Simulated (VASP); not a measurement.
TiAl3: relaxation of cell and atoms with PBE

Crystal: TiAl3.

```xyz
4
Lattice="3.9328 0.0000 0.0000 0.0000 3.9328 0.0000 0.0000 0.0000 3.9328" Properties=species:S:1:pos:R:3 pbc="T T T"
Ti    0.0000    0.0000    0.0000
Al    1.9664    1.9664    0.0000
Al    1.9664    0.0000    1.9664
Al    0.0000    1.9664    1.9664
```

| Quantity | Value |
| --- | --- |
| Program | VASP 6.6.1 |
| Task | relaxation of cell and atoms |
| Functional | PBE |
| Potentials or basis | VASP PAW PBE potentials, release 64 (Ti_sv, Al) |
| Cutoff | 600 eV |
| k mesh | 10 × 10 × 10 |
| Occupations | gaussian, width 0.1 eV |
| Spin | no spin polarisation |
| Target pressure | 4 GPa |
| Dipole correction | no |
| Further INCAR settings | ALGO = Fast; EDIFF = 1e-06; IBRION = 2; EDIFFG = -0.008; NSW = 70; ISIF = 3 |

```yaml
Pressure_after_relaxing: 4.0 GPa
Band_gap_on_the_k_mesh: zero (an odd number of electrons rules out a gap without spin polarisation)
```

Final structure:
```
Ti Al
1.0
     3.93278    0.00000    0.00000
     0.00000    3.93278    0.00000
     0.00000    0.00000    3.93278
Ti Al
1 3
Cartesian
  0.0000 0.0000 0.0000
  1.9664 1.9664 0.0000
  1.9664 0.0000 1.9664
  0.0000 1.9664 1.9664
```

Levels at points of the mesh, in eV from the Fermi level:
| k point | band 6 | band 7 | band 8 | band 9 | band 10 | band 11 | band 12 | band 13 | band 14 |
| --- | --- | --- | --- | --- | --- | --- | --- | --- | --- |
| (0.00, 0.00, 0.00) | -3.17 | -3.17 | -2.23 | -2.23 | -2.23 | 0.12 | 0.12 | 0.12 | 0.72 |
| (0.50, 0.00, 0.00) | -8.11 | -2.34 | -2.34 | -2.26 | 0.37 | 0.72 | 0.72 | 0.97 | 1.41 |
| (0.50, 0.50, 0.00) | -6.22 | -6.22 | -5.13 | -1.32 | -1.32 | 0.60 | 0.89 | 1.06 | 1.16 |
| (0.50, 0.50, 0.50) | -5.24 | -5.24 | -5.10 | -3.58 | -3.58 | -3.58 | 0.20 | 1.22 | 1.22 |

It took 3.6 min on 1 thread of Intel Xeon 8259CL, on a shared host, peak memory 0.22 GiB.

Caveat: the relaxation stopped at its first step, so nothing moved; the cell is relaxed towards a set pressure, so the run minimises the enthalpy, not the energy.
